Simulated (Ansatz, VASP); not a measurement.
**K3C2 in VASP and in Ansatz**

```
CELL_PARAMETERS angstrom
7.74482 0.00000 0.00000
0.00000 7.74482 0.00000
0.00000 0.00000 4.94979
ATOMIC_POSITIONS crystal
K 0.00000 0.00000 0.00000
K 0.50000 0.50000 0.00000
K 0.16311 0.66311 0.50000
K 0.33689 0.16311 0.50000
K 0.83689 0.33689 0.50000
K 0.66311 0.83689 0.50000
C 0.44196 0.94196 0.00000
C 0.05804 0.44196 0.00000
C 0.55804 0.05804 0.00000
C 0.94196 0.55804 0.00000
```

Alike in both runs: functional PBE; k mesh 2 × 2 × 4; occupations gaussian, width 0.1 eV; collinear spin.

Ansatz relaxed the structure, and its values are those at the end. VASP's run is a single point on that final structure, the one shown.

|  | VASP | Ansatz |
| --- | --- | --- |
| version | VASP 6.6.1 | Ansatz 0.2.0 |
| potentials or method | VASP PAW PBE potentials, release 64 (K_sv, C), cutoff 520 eV | scalar-relativistic, plane waves, PAW |
| valence electrons in the cell | 70 | 70 |

```csv
,VASP,Ansatz,Ansatz less VASP
gap on the k mesh at the Fermi level (eV),none,none,-
pressure (GPa),0.1,0.1,-0.06
rms of the force components (eV/Å),0.053,0.013,-0.0404
net moment per atom (μB),0.19,0.19,0.000
size of the moment on the site where the two differ most (μB),0.04,0.10,+0.055
```

Site moments also hang on the region over which each program counts them. A gap of «none» marks a metal or a gap that the smearing closes. The functional is the same, so the differences come from potentials, cutoffs and numerics. Ansatz's warnings: seeded moment not kept.

The k mesh is coarse, so the values compare programs but aren't converged.
